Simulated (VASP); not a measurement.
## SnTe: single point with PBEsol

The system is SnTe.

```
Sn Te
1.0
     0.00000    3.07759    3.23541
     3.07759    0.00000    3.23541
     3.07759    3.07759    0.00000
Sn Te
1 1
Cartesian
  0.0000 0.0000 0.0000
  3.0776 3.0776 3.2354
```

This cell differs from its parent crystal: strain -0.025 along x and y, +0.025 along z.

- Program: VASP 6.6.1
- Task: single point
- Functional: PBEsol
- Potentials or basis: VASP PAW PBE potentials, release 64 (Sn_d, Te)
- Cutoff: 500 eV
- k mesh: 10 × 10 × 10
- Occupations: gaussian, width 0.03 eV
- Spin: no spin polarisation
- Dipole correction: no
- Further INCAR settings: ALGO = Normal; EDIFF = 1e-06; NBANDS = 17

* Pressure: 1.0 GPa
* Band gap on the k mesh: 0.18 eV (least direct gap 0.36 eV)

Stress tensor (GPa, compression positive):
```
 3.18  0.00  0.00
 0.00  3.18  0.00
 0.00  0.00 -3.29
```

Levels at points of the mesh, in eV from the valence-band top:
```
           k point  band 6  band 7  band 8  band 9  band 10  band 11  band 12  band 13  band 14  band 15
(0.00, 0.00, 0.00)  -12.94   -4.56   -2.32   -2.32    -1.79     2.65     3.84     3.84     4.50     4.86
(0.50, 0.00, 0.00)  -11.60   -8.44   -1.89   -1.73    -0.12     0.24     0.38     0.47     7.78     8.74
(0.50, 0.50, 0.00)  -11.48   -6.21   -5.64   -3.72    -3.72     2.16     5.22     5.22     6.06     9.18
(0.50, 0.00, 0.50)  -11.18   -6.56   -5.75   -4.13    -3.56     2.03     4.36     5.67     6.85     8.96
```

It took 40 s on 1 thread of AMD EPYC 9R45 96-Core Processor (Zen 5) (shared host), peak memory 0.23 GiB.

Caveat: the cell differs from its parent crystal (strain -0.025 along x and y, +0.025 along z); the stress differs along the axes, from -3 to 3 GPa; semilocal functionals underestimate gaps, and a narrow one can read as zero; the PAW data sets were made with another functional, which shifts forces and pressure a little; spin-orbit coupling is left out, which moves the levels of the heavy elements. A k mesh can miss the band edges.
